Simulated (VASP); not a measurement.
Input of a VASP 6.6.1 run:

Contents of INCAR:

```
SYSTEM = Mg
PREC = Accurate ; ENCUT = 600
EDIFF = 1E-6 ; ISMEAR = -1
SIGMA = 0.08 ; LREAL = .False.
LASPH = .True. ; NELM = 80
ALGO = Normal ; ISIF = 3
LWAVE = .False. ; LCHARG = .False.
GGA = PE ; IBRION = 2
NSW = 32 ; EDIFFG = -0.005
PSTRESS = 57.0
```

KPOINTS

```
regular mesh
0
Gamma
  14 14 8
  0 0 0
```

The input POSCAR:

```
Mg
1.0
    3.0667929570      0.0000000000      0.0000000000
   -1.5333964784      2.6559206089      0.0000000000
    0.0000000000      0.0000000000      4.9805493601
Mg
2
Direct
    0.3333333333      0.6666666667      0.2500000000
    0.6666666667      0.3333333333      0.7500000000
```

Potentials or basis: VASP PAW PBE potentials, release 64 (Mg).

The run is started by

```bash
$ cat potpaw_PBE.64/Mg/POTCAR > POTCAR
$ mpirun -np 1 vasp_std > vasp.out
```

Problem. What does it give for the space group after relaxing (to 0.1 Å)?

Solution. P6_3/mmc (No. 194).

Problem. What does it give for the relaxed volume?

Solution. 20.24 Å³/atom.

Final structure:
```
Mg
1.0
     3.06463    0.00000    0.00000
    -1.53231    2.65404    0.00000
     0.00000    0.00000    4.97790
Mg
2
Direct
  0.33333 0.66667 0.25000
  0.66667 0.33333 0.75000
```

Caveat: the cell is relaxed towards a set pressure, so the run minimises the enthalpy, not the energy.
